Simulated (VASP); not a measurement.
Write the native input for VASP 6.6.1 that does the following.

- Task: single point
- Functional: r2SCAN
- Potentials or basis: VASP PAW PBE potentials, release 64 (Si, Mo_sv)
- Cutoff: 520 eV
- k mesh: 6 × 6 × 4
- Occupations: fermi-dirac, width 0.02 eV
- Spin: no spin polarisation
- Dipole correction: no
- Further INCAR settings: ALGO = Normal; EDIFF = 1e-07; NBANDS = 43

Si2Mo:

```
Si Mo
1.0
     4.58402    0.00000    0.00000
    -2.29201    3.96988    0.00000
     0.00000    0.00000    6.57707
Si Mo
6 3
Direct
  0.16386 0.83614 0.83333
  0.32773 0.16386 0.16667
  0.83614 0.67227 0.50000
  0.83614 0.16386 0.83333
  0.67227 0.83614 0.16667
  0.16386 0.32773 0.50000
  0.50000 0.00000 0.50000
  0.00000 0.50000 0.16667
  0.50000 0.50000 0.83333
```

One way to write it, as run:

POSCAR

```
Si2Mo
1.0
    4.5840216862      0.0000000000      0.0000000000
   -2.2920108431      3.9698792317      0.0000000000
    0.0000000000      0.0000000000      6.5770742336
Si Mo
6 3
Direct
    0.1638644045      0.8361355955      0.8333333333
    0.3277288090      0.1638644045      0.1666666667
    0.8361355955      0.6722711910      0.5000000000
    0.8361355955      0.1638644045      0.8333333333
    0.6722711910      0.8361355955      0.1666666667
    0.1638644045      0.3277288090      0.5000000000
    0.5000000000      0.0000000000      0.5000000000
    0.0000000000      0.5000000000      0.1666666667
    0.5000000000      0.5000000000      0.8333333333
```

INCAR.step1

```
SYSTEM = Si2Mo
PREC     = Accurate       ! precision mode
ENCUT    = 520            ! plane-wave cutoff, eV
ISMEAR   = -1             ! smearing method
SIGMA    = 0.02           ! smearing width, eV
LREAL    = .False.        ! projectors in reciprocal space
LASPH    = .True.         ! aspherical terms in the spheres
NELM     = 80             ! most SCF steps
NBANDS   = 43             ! bands
GGA      = PE             ! functional
ALGO     = Normal         ! electronic algorithm
EDIFF    = 1E-4           ! SCF threshold, eV
LWAVE    = .True.         ! write WAVECAR
LCHARG   = .False.        ! write CHGCAR
```

INCAR.step2

```
SYSTEM = Si2Mo
PREC     = Accurate       ! precision mode
ENCUT    = 520            ! plane-wave cutoff, eV
EDIFF    = 1E-7           ! SCF threshold, eV
ISMEAR   = -1             ! smearing method
SIGMA    = 0.02           ! smearing width, eV
LREAL    = .False.        ! projectors in reciprocal space
LASPH    = .True.         ! aspherical terms in the spheres
NELM     = 80             ! most SCF steps
ALGO     = Normal         ! electronic algorithm
ISIF     = 2              ! what is computed and relaxed
LWAVE    = .False.        ! write WAVECAR
LCHARG   = .False.        ! write CHGCAR
METAGGA  = R2SCAN         ! meta-GGA
LMIXTAU  = .True.       
NBANDS   = 43             ! bands
ISTART   = 1
```

KPOINTS

```
regular mesh
0
Gamma
  6 6 4
  0 0 0
```

Potentials or basis: VASP PAW PBE potentials, release 64 (Si, Mo_sv).

The run is started by

```sh
$ cat potpaw_PBE.64/Si/POTCAR potpaw_PBE.64/Mo_sv/POTCAR > POTCAR
$ cp INCAR.step1 INCAR
$ mpirun -np 1 vasp_std > vasp.out
$ cp INCAR.step2 INCAR
$ mpirun -np 1 vasp_std > vasp.out
```

It gave:

| Quantity | Value |
| --- | --- |
| Pressure | 0.4 GPa |
| Largest force | 0.009 eV/Å |
| Band gap on the k mesh | 0.15 eV (least direct gap 0.69 eV) |

Caveat: the PAW data sets were made with another functional, which shifts forces and pressure a little.

It took 3 min on 1 thread of Intel(R) Xeon(R) 6975P-C (Granite Rapids) (shared host), peak memory 0.29 GiB.
